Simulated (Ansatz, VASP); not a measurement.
## CaC2: VASP beside Ansatz

```
Ca C
1.0
    -2.03101    2.03101    3.36222
     2.03101   -2.03101    3.36222
     2.03101    2.03101   -3.36222
Ca C
1 2
Direct
  0.00000 0.00000 0.00000
  0.59789 0.59789 0.00000
  0.40211 0.40211 0.00000
```

Change from the starting cell: strain +0.050 along x and y, +0.050 along z, atoms carried along.

Alike in both runs: task single point; functional LDA; k mesh 10 × 10 × 10; occupations gaussian, width 0.05 eV; no spin polarisation.

|  | VASP | Ansatz |
| --- | --- | --- |
| version | VASP 6.6.1 | Ansatz 0.2.0 |
| potentials or method | VASP PAW LDA potentials, release 64 (Ca_sv, C), cutoff 520 eV | scalar-relativistic, plane waves, PAW |
| valence electrons in the cell | 18 | 18 |

```csv
,VASP,Ansatz,Ansatz less VASP
gap on the k mesh at the Fermi level (eV),1.41,1.42,+0.012
least direct gap on the mesh (eV),2.33,2.34,+0.011
pressure (GPa),-13.7,-13.9,-0.23
"traceless stress, the component that is largest in VASP (GPa)",-11.46,-11.71,-0.250
rms of the force components (eV/Å),1.613,1.649,+0.0367
```

LDA's correlation is that of Perdew and Zunger in VASP and of Perdew and Wang (1992) in Ansatz. Atom by atom the forces differ by 0.037 eV/Å (rms over components).
